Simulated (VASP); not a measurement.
Hf, 2 atoms in the cell. The typed cell holds 2 atoms: a = 3.126 Å, b = 3.126 Å, c = 5.901 Å, α = 119.06°, β = 87.47°, γ = 109.47°. 

- Program: VASP 6.6.1
- Task: single point
- Functional: PBEsol
- Potentials or basis: VASP PAW PBE potentials, release 64 (Hf_pv)
- Cutoff: 520 eV
- k mesh: 7 × 7 × 7
- Occupations: methfessel-paxton, width 0.05 eV
- Spin: no spin polarisation
- Dipole correction: no
- Further INCAR settings: ALGO = Normal; EDIFF = 1e-07; NBANDS = 17

Potentials or basis: VASP PAW PBE potentials, release 64 (Hf_pv).

The run is started by

```console
$ cat potpaw_PBE.64/Hf_pv/POTCAR > POTCAR
$ mpirun -np 1 vasp_std > vasp.out
```

Hardware: 1 thread of Intel Xeon 6455B, on a shared host.

**Question.** How long does it take, and how much memory?

**Answer.** It took 100 s on 1 thread of Intel Xeon 6455B (shared host), peak memory 0.25 GiB. Counts: scf iterations 14, k points 172.
